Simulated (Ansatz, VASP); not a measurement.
**One calculation of Ti, two programs**

File INCAR:

```
PREC = Accurate ; ENCUT = 520
EDIFF = 1E-8 ; ISMEAR = -1
SIGMA = 0.05 ; LREAL = False
LASPH = True ; NELM = 60
ALGO = Normal ; ISIF = 2
LWAVE = False ; LCHARG = False
GGA = PS ; LEFG = True
NBANDS = 19
```

File KPOINTS:

```
Automatic mesh
0
Gamma
  14 14 8
```

The input POSCAR:

```
Ti
1.0
    2.8909979032      0.0000000000      0.0000000000
   -1.4454989516      2.5036776264      0.0000000000
    0.0000000000      0.0000000000      4.6860000000
Ti
2
Direct
    0.3333333333      0.6666666667      0.2500000000
    0.6666666667      0.3333333333      0.7500000000
```

Input for Ansatz:

```yaml
crystal:
  lattice:
    - [2.8909979032, 0.0, 0.0]
    - [-1.4454989516, 2.5036776264, 0.0]
    - [0.0, 0.0, 4.686]
  atoms:
    - { symbol: Ti, position: [0.3333333333, 0.6666666667, 0.25] }
    - { symbol: Ti, position: [0.6666666667, 0.3333333333, 0.75] }
kpoints:
  mp_grid: { grid: [14, 14, 8] }
scf:
  occupations: { method: fermi_dirac, width: 0.05 }
hamiltonian:
  xc: pbesol
  pseudopotentials: { kind: all_electron, datasets: crystal }
output:
  forces: true
  stress: true
  eigenvalues: true
  efg: { contact_densities: true }
```

Change from the starting cell: equal xx and yy strain of -2 %, crystal datasets.

Alike in both runs: task electric field gradients; functional PBEsol; k mesh 14 × 14 × 8; occupations fermi-dirac, width 0.05 eV; no spin polarisation.

|  | VASP | Ansatz |
| --- | --- | --- |
| version | VASP 6.6.1 | Ansatz 0.2.0 |
| potentials or method | VASP PAW PBE potentials, release 64 (Ti_sv), cutoff 520 eV | all-electron PAW with datasets made for the crystal, scalar-relativistic |

```tsv
	VASP	Ansatz	Ansatz less VASP
pressure (GPa)	-1.9	-1.6	+0.27
traceless stress, the component that is largest in VASP (GPa)	-1.82	-1.83	-0.015
size of Vzz on the site where it differs most (V/Å²)	13.9	15.5	+1.63
```

VASP's potentials were made for PBE, not for PBEsol. Ansatz ran all-electron here, and VASP with PAW potentials.
